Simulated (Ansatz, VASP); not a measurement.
## One calculation of MgO, two programs

```xyz
2
Lattice="0.0000 2.1627 2.1627 2.1627 0.0000 2.1627 2.1627 2.1627 0.0000" Properties=species:S:1:pos:R:3 pbc="T T T"
Mg    0.0000    0.0000    0.1439
O     2.1627    2.1627    1.9442
```

Change from the starting cell: mode 6 frozen in at -0.215 Å, equal normal strain along x, y and z +0.0167.

Alike in both runs: task single point; functional PBE; k mesh 10 × 10 × 10; occupations gaussian, width 0.05 eV; no spin polarisation.

|  | VASP | Ansatz |
| --- | --- | --- |
| version | VASP 6.6.1 | Ansatz 0.2.0 |
| potentials or method | VASP PAW PBE potentials, release 64 (Mg, O), cutoff 600 eV | scalar-relativistic, plane waves, PAW |
| valence electrons in the cell | 8 | 16 |

```tsv
	VASP	Ansatz	Ansatz less VASP
gap on the k mesh at the Fermi level (eV)	3.99	4.01	+0.019
least direct gap on the mesh (eV)	3.99	4.01	+0.019
pressure (GPa)	4.2	4.9	+0.75
traceless stress, the component that is largest in VASP (GPa)	26.62	26.18	-0.443
rms of the force components (eV/Å)	1.715	1.688	-0.0265
```

Atom by atom the forces differ by 0.027 eV/Å (rms over components). VASP's potentials hold 8 valence electrons a cell and Ansatz's 16, so a difference there can come from the potentials and not from the codes.
